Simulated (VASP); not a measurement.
Runs of VASP 6.6.1 on Ti. The structure is that of space group P6/mmm (No. 191), or close to it. The cells are those of the table. This isn't the form of Ti at room conditions, which is hcp.

```csv
cell,gap on the mesh (eV),pressure (GPa)
"a = 4.625, b = 4.625, c = 3.058 Å, angles 90.0, 90.0, 120.0°, 3 atoms",none,(a)
"a = 4.579, b = 4.579, c = 3.172 Å, angles 90.0, 90.0, 120.0°, 3 atoms",none,-9.9
"a = 4.716, b = 4.716, c = 2.945 Å, angles 90.0, 90.0, 120.0°, 3 atoms",none,(b)
"a = 4.686, b = 4.686, c = 2.945 Å, angles 90.0, 90.0, 120.0°, 3 atoms",none,-8.6
"a = 4.900, b = 4.900, c = 2.719 Å, angles 90.0, 90.0, 120.0°, 3 atoms",none,-8.4
```

Alike in all rows: task single point; level PBE; potentials or basis VASP PAW PBE potentials, release 64 (Ti_sv); no spin polarisation; k mesh 12 × 12 × 14; cutoff (eV) 520; smearing gaussian 0.15 eV.

Problem. Fill in the values left out.

Solution. (a) -9.1; (b) -9.4.

Caveats: the cell stands under tension (at least some runs); the stress differs along the axes, from -16 to -6 GPa (at least some runs); the stress differs along the axes, from -20 to -5 GPa (at least some runs); the stress differs along the axes, from -12 to -0 GPa (at least some runs).

A gap of «none» marks levels without a gap at the run's occupations.
